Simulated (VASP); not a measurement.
# SnTe (P1) in VASP: further runs

The runs below take SnTe through single point, with PBEsol.

Program: VASP 6.6.1. These are calculated values, not measurements. Logs are shortened: lines on timing, memory, paths and dates and some standing lists are left out, and cuts for length are marked.

### Step 1. The cell of the first run

The typed cell holds 2 atoms: a = 5.107 Å, b = 5.107 Å, c = 5.107 Å, α = 60.00°, β = 60.00°, γ = 60.00°.

### Step 2. Single point, PBEsol

INCAR reads:

```
SYSTEM = SnTe
PREC     = Accurate       ! precision mode
ENCUT    = 520            ! plane-wave cutoff, eV
EDIFF    = 1E-7           ! SCF threshold, eV
ISMEAR   = -1             ! smearing method
SIGMA    = 0.02           ! smearing width, eV
LREAL    = .False.        ! projectors in reciprocal space
LASPH    = .True.         ! aspherical terms in the spheres
NELM     = 80             ! most SCF steps
ALGO     = Normal         ! electronic algorithm
ISIF     = 2              ! what is computed and relaxed
LWAVE    = .False.        ! write WAVECAR
LCHARG   = .False.        ! write CHGCAR
GGA      = PS             ! functional
NBANDS   = 17             ! bands
```

KPOINTS reads:

```
Automatic mesh
0
Gamma
  4 4 4
  0 0 0
```

POSCAR reads:

```
SnTe
1.0
    0.0000000000      3.6111500000      3.6111500000
    3.6111500000      0.0000000000      3.6111500000
    3.6111500000      3.6111500000      0.0000000000
Sn Te
1 1
Direct
    0.0195700000      0.9812100000      0.9875900000
    0.7487800000      0.7407700000      0.7618300000
```

Potentials or basis: VASP PAW PBE potentials, release 64 (Sn_d, Te).

Command:

```
$ cat potpaw_PBE.64/Sn_d/POTCAR potpaw_PBE.64/Te/POTCAR > POTCAR
$ mpirun -np 1 vasp_std > vasp.out
```

OUTCAR:

```text
SYSTEM = SnTe
   PREC = Accurate
   ENCUT = 520
   EDIFF = 1E-7
   ISMEAR = -1
   LREAL = .False.
   LASPH = .True.
   NELM = 80
   ISIF = 2
   GGA = PS

 ion  position               nearest neighbor table
   1  0.020  0.981  0.988-   2 3.04   2 3.08   2 3.17   2 3.23
   2  0.749  0.741  0.762-   1 3.04   1 3.08   1 3.17   1 3.23

  LATTYP: Found a face centered cubic cell.
 ALAT       =     7.2223000000

  Lattice vectors:

 A1 = (   0.0000000000,   3.6111500000,   3.6111500000)
 A2 = (   3.6111500000,   0.0000000000,   3.6111500000)
 A3 = (   3.6111500000,   3.6111500000,   0.0000000000)

Analysis of symmetry for initial positions (statically):
=====================================================================
 Subroutine PRICEL returns:
 Original cell was already a primitive cell.

 Routine SETGRP: Setting up the symmetry group for a
 face centered cubic supercell.

 Subroutine GETGRP returns: Found  1 space group operations
 (whereof  1 operations were pure point group operations)
 out of a pool of 48 trial point group operations.

The static configuration has the point symmetry C_1 .

Analysis of symmetry for dynamics (positions and initial velocities):
=====================================================================
 Subroutine PRICEL returns:
 Original cell was already a primitive cell.

 Routine SETGRP: Setting up the symmetry group for a
 face centered cubic supercell.

 Subroutine GETGRP returns: Found  1 space group operations
 (whereof  1 operations were pure point group operations)
 out of a pool of 48 trial point group operations.

The dynamic configuration has the point symmetry C_1 .

 Subroutine INISYM returns: Found  1 space group operations
 (whereof  1 operations are pure point group operations),
 and found     1 'primitive' translations

----------------------------------------------------------------------------------------

                                     Primitive cell

  volume of cell :      94.1817

  direct lattice vectors                    reciprocal lattice vectors
     0.000000000  3.611150000  3.611150000    -0.138460047  0.138460047  0.138460047
     3.611150000  0.000000000  3.611150000     0.138460047 -0.138460047  0.138460047
     3.611150000  3.611150000  0.000000000     0.138460047  0.138460047 -0.138460047

  length of vectors
     5.106937306  5.106937306  5.106937306     0.239819837  0.239819837  0.239819837

  position of ions in fractional coordinates (direct lattice)
[... 72 lines left out ...]
   ICHARG =      2    charge: 1-file 2-atom 10-const
   ISPIN  =      1    spin polarized calculation?
   LNONCOLLINEAR =      F non collinear calculations
   LSORBIT =      F    spin-orbit coupling
   LASPH  =      T    aspherical Exc in radial PAW
   ENCUT  =  520.0 eV  38.22 Ry    6.18 a.u.   9.50  9.50  9.50*2*pi/ulx,y,z
   NELM   =     80;   NELMIN=  2; NELMDL= -5     # of ELM steps
   EDIFF  = 0.1E-06   stopping-criterion for ELM
   LREAL  =      F    real-space projection
   EDIFFG = 0.1E-05   stopping-criterion for IOM
   NSW    =      0    number of steps for IOM
   IBRION =     -1    ionic relax: 0-MD 1-quasi-New 2-CG
   NFREE  =      0    steps in history (QN), initial steepest desc. (CG)
   ISIF   =      2    stress and relaxation
   ISYM   =      2    0-nonsym 1-usesym 2-fastsym
   POTIM  = 0.5000    time-step for ionic-motion
   TEBEG  =    0.0;   TEEND  =   0.0 temperature during run
   PSTRESS=    0.0 pullay stress
   NELECT =      20.0000    total number of electrons
   NUPDOWN=      -1.0000    fix difference up-down
   EMIN   =  10.00;   EMAX   =-10.00  energy-range for DOS
   EFERMI =   0.00;   METHOD = LEGACY
   ISMEAR =    -1;   SIGMA  =   0.02  broadening in eV -4-tet -1-fermi 0-gaus
   EFERMI_NEDOS =   21; number of points for ismear=-14 and -15
   IALGO  =     38    algorithm
   IMIX   =      4    mixing-type and parameters
     AMIX     =   0.40;   BMIX     =  1.00
     AMIX_MAG =   1.60;   BMIX_MAG =  1.00
  volume/ion in A,a.u.               =      47.09       317.78
  Fermi-wavevector in a.u.,A,eV,Ry     =   0.976703  1.845702 12.979268  0.953949
  Thomas-Fermi vector in A             =   2.107343
   LORBIT       =      0    0 simple, 1 ext, 2 COOP (PROOUT), +10 PAW based schemes
   GGA     = PS    functional components
   LHFCALC =     F    Hartree Fock is set to
   AEXX    =    0.0000 exact exchange contribution
   IVDW    =     0    specifies the selected vdW correction
   LEPSILON=     F    determine dielectric tensor
   LRPA    =     F    only Hartree local field effects (RPA)
 non-spin polarized calculation
  energy-cutoff  :      520.00
  volume of cell :       94.18
 maximum number of plane-waves:      2637
 NGX is ok and might be reduce to    40
   NGX = 19   NGY = 19   NGZ = 19

 number of electron      20.0000000 magnetization

 Free energy of the ion-electron system (eV)
  ---------------------------------------------------
  ext. energy  EPLUGINS =         0.00000000
  ---------------------------------------------------
  free energy    TOTEN  =        -7.59415518 eV

  energy without entropy =       -7.59168736  energy(sigma->0) =       -7.59292127

 E-fermi :   3.0743     XC(G=0):  -7.6430

 val. band max:        3.0740404831   @ k =   0.5000   0.0000   0.5000
 cond. band min:       3.0837783541   @ k =   0.5000   0.5000   0.0000
 fundamental gap:      0.0097378709
 Fermi energy:         3.0743256523

 k-point     1 :       0.0000    0.0000    0.0000
  band No.  band energies     occupation
      1     -18.6808      2.00000
      2     -18.6790      2.00000
      3     -18.6724      2.00000
      4     -18.6640      2.00000
      5     -18.6626      2.00000
      6      -8.5457      2.00000
[... 457 lines left out ...]
      4     -18.6640      2.00000
      5     -18.6610      2.00000
      6      -7.8822      2.00000
[... 9 lines left out ...]
     16       9.9918      0.00000
     17      10.9927      0.00000

 [... further k-points ...]
[... 5 lines left out ...]
  --------------------------------------------------------------------------------------
  -------------------------------------------------------------------------------------
  Total       -0.8872456     -0.9091060     -0.9014871     -0.1080629      0.3399683      0.0285192
  in kB      -15.0934266    -15.4653067    -15.3356969     -1.8383178      5.7833900      0.4851558
  external PRESSURE =     -15.2981434 kB  Pullay stress =       0.0000000 kB

 VOLUME and BASIS-vectors are now :
 -----------------------------------------------------------------------------
  energy-cutoff  :      520.00
  volume of cell :       94.18
      direct lattice vectors                 reciprocal lattice vectors
     0.000000000  3.611150000  3.611150000    -0.138460047  0.138460047  0.138460047
     3.611150000  0.000000000  3.611150000     0.138460047 -0.138460047  0.138460047
     3.611150000  3.611150000  0.000000000     0.138460047  0.138460047 -0.138460047

 POSITION                                       TOTAL-FORCE (eV/Angst)
 -----------------------------------------------------------------------------------
      7.10963      3.63701      3.61397         0.288476      0.011578     -0.093509
      5.42611      5.45504      5.37899        -0.288476     -0.011578      0.093509
 -----------------------------------------------------------------------------------
    total drift:                                0.000183      0.000071     -0.000029

  FREE ENERGIE OF THE ION-ELECTRON SYSTEM (eV)
  ---------------------------------------------------
  free  energy   TOTEN  =        -7.5941551787 eV

  energy  without entropy=       -7.5916873557  energy(sigma->0) =       -7.59292127
```

Run time: 84 s. Hardware: 1 thread of Intel Xeon 8259CL, shared host; peak memory 0.27 GiB.

What came out:

```yaml
Free_energy: -7.5942 eV
Pressure: -1.5 GPa
Largest_force: 0.303 eV/Å
```

Forces on the atoms (eV/Å):
```
Sn   0.288  0.012 -0.094
Te  -0.288 -0.012  0.094
```

Stress tensor (GPa, compression positive):
```
-1.51 -0.18  0.05
-0.18 -1.55  0.58
 0.05  0.58 -1.53
```

Levels at points of the mesh, in eV from the Fermi level:
```tsv
k point	band 8	band 9	band 10	band 11	band 12	band 13
(0.00, 0.00, 0.00)	-2.25	-1.98	-1.73	0.75	0.94	1.18
(0.50, 0.00, 0.00)	-2.62	-2.33	-1.96	1.55	2.04	3.44
(0.00, 0.50, 0.00)	-2.75	-2.34	-2.18	1.40	2.06	3.25
(0.00, 0.00, 0.50)	-2.71	-2.43	-2.30	1.48	1.91	3.18
(0.50, 0.50, 0.50)	-2.67	-2.31	-2.02	1.47	2.09	3.38
(0.50, 0.50, 0.00)	-3.21	-3.12	-0.76	0.01	3.77	3.89
(0.00, 0.50, 0.50)	-3.32	-3.05	-0.83	0.09	3.65	4.02
(0.50, 0.00, 0.50)	-3.19	-3.14	-0.76	0.00	3.81	3.84
```

Caveat: the k points lie up to 0.38 Å⁻¹ apart; the PAW data sets were made with another functional, which shifts forces and pressure a little; spin-orbit coupling is left out, which moves the levels of the heavy elements.

### Step 3. Single point, PBEsol

INCAR, as its differences from that of step 2:

```diff
@@ -8,3 +8,3 @@
 LASPH    = .True.         ! aspherical terms in the spheres
-NELM     = 80             ! most SCF steps
+NELM     = 60             ! most SCF steps
 ALGO     = Normal         ! electronic algorithm
```

KPOINTS is that of step 2.

POSCAR, as its differences from that of step 2:

```diff
@@ -9,2 +9,2 @@
     0.0195700000      0.9812100000      0.9875900000
-    0.7487800000      0.7407700000      0.7618300000
+    0.7494723002      0.7400776998      0.7625223002
```

Potentials or basis: VASP PAW PBE potentials, release 64 (Sn_d, Te).

Command:

```
$ cat potpaw_PBE.64/Sn_d/POTCAR potpaw_PBE.64/Te/POTCAR > POTCAR
$ mpirun -np 1 vasp_std > vasp.out
```

Wall time 1.7 min (1 thread of Intel Xeon 8259CL, shared host); peak memory 0.27 GiB.

The run converged. Its results:

```yaml
Free_energy: -7.5941 eV
Pressure: -1.5 GPa
Largest_force: 0.303 eV/Å
Band_gap_on_the_k_mesh: 0.03 eV (least direct gap 0.76 eV)
```

Forces on the atoms (eV/Å):
```
Sn   0.288  0.024 -0.091
Te  -0.288 -0.024  0.091
```

Stress tensor (GPa, compression positive):
```
-1.51 -0.18  0.07
-0.18 -1.55  0.58
 0.07  0.58 -1.53
```

Levels at points of the mesh, in eV from the valence-band top:
| k point | band 8 | band 9 | band 10 | band 11 | band 12 | band 13 |
| --- | --- | --- | --- | --- | --- | --- |
| (0.00, 0.00, 0.00) | -2.22 | -1.96 | -1.70 | 0.78 | 0.97 | 1.21 |
| (0.50, 0.00, 0.00) | -2.60 | -2.29 | -1.93 | 1.57 | 2.08 | 3.46 |
| (0.00, 0.50, 0.00) | -2.71 | -2.30 | -2.14 | 1.44 | 2.09 | 3.29 |
| (0.00, 0.00, 0.50) | -2.68 | -2.41 | -2.27 | 1.52 | 1.94 | 3.21 |
| (0.50, 0.50, 0.50) | -2.64 | -2.27 | -1.98 | 1.51 | 2.12 | 3.42 |
| (0.50, 0.50, 0.00) | -3.18 | -3.08 | -0.73 | 0.04 | 3.80 | 3.92 |
| (0.00, 0.50, 0.50) | -3.29 | -3.02 | -0.80 | 0.12 | 3.68 | 4.05 |
| (0.50, 0.00, 0.50) | -3.16 | -3.10 | -0.72 | 0.03 | 3.84 | 3.88 |

Caveat: the PAW data sets were made with another functional, which shifts forces and pressure a little; spin-orbit coupling is left out, which moves the levels of the heavy elements.

### Step 4. Single point, PBEsol

INCAR reads:

```
SYSTEM = SnTe
ALGO = Normal
EDIFF = 1E-7
ENCUT = 520
GGA = PS
ISIF = 2
ISMEAR = -1
LASPH = .True.
LCHARG = .False.
LREAL = .False.
LWAVE = .False.
NBANDS = 17
NELM = 100
PREC = Accurate
SIGMA = 0.02
```

KPOINTS reads:

```
k-points
0
Gamma
  4 4 4
  0 0 0
```

POSCAR, as its differences from that of step 3:

```diff
@@ -9,2 +9,2 @@
     0.0195700000      0.9812100000      0.9875900000
-    0.7494723002      0.7400776998      0.7625223002
+    0.7480876998      0.7414623002      0.7611376998
```

Command:

```
$ cat potpaw_PBE.64/Sn_d/POTCAR potpaw_PBE.64/Te/POTCAR > POTCAR
$ mpirun -np 1 vasp_std > vasp.out
```

Wall time 76 s (1 thread of Intel Xeon 8259CL, shared host); peak memory 0.27 GiB.

The run converged. Its results:

- Free energy: -7.5942 eV
- Pressure: -1.5 GPa
- Largest force: 0.305 eV/Å

Forces in eV/Å, atoms in the order of the input:
```
Sn   0.289 -0.001 -0.096
Te  -0.289  0.001  0.096
```

Stress tensor (GPa, compression positive):
```
-1.51 -0.18  0.03
-0.18 -1.55  0.58
 0.03  0.58 -1.53
```

Levels at points of the mesh, in eV from the Fermi level:
| k point | band 8 | band 9 | band 10 | band 11 | band 12 | band 13 |
| --- | --- | --- | --- | --- | --- | --- |
| (0.00, 0.00, 0.00) | -2.25 | -1.98 | -1.74 | 0.76 | 0.93 | 1.18 |
| (0.50, 0.00, 0.00) | -2.62 | -2.33 | -1.96 | 1.56 | 2.04 | 3.44 |
| (0.00, 0.50, 0.00) | -2.74 | -2.34 | -2.18 | 1.41 | 2.05 | 3.25 |
| (0.00, 0.00, 0.50) | -2.71 | -2.43 | -2.29 | 1.47 | 1.92 | 3.18 |
| (0.50, 0.50, 0.50) | -2.68 | -2.31 | -2.02 | 1.47 | 2.09 | 3.38 |
| (0.50, 0.50, 0.00) | -3.21 | -3.12 | -0.76 | 0.01 | 3.77 | 3.89 |
| (0.00, 0.50, 0.50) | -3.32 | -3.05 | -0.83 | 0.09 | 3.65 | 4.02 |
| (0.50, 0.00, 0.50) | -3.18 | -3.15 | -0.75 | 0.00 | 3.82 | 3.84 |

Caveat: the k points lie up to 0.38 Å⁻¹ apart; the PAW data sets were made with another functional, which shifts forces and pressure a little; spin-orbit coupling is left out, which moves the levels of the heavy elements.
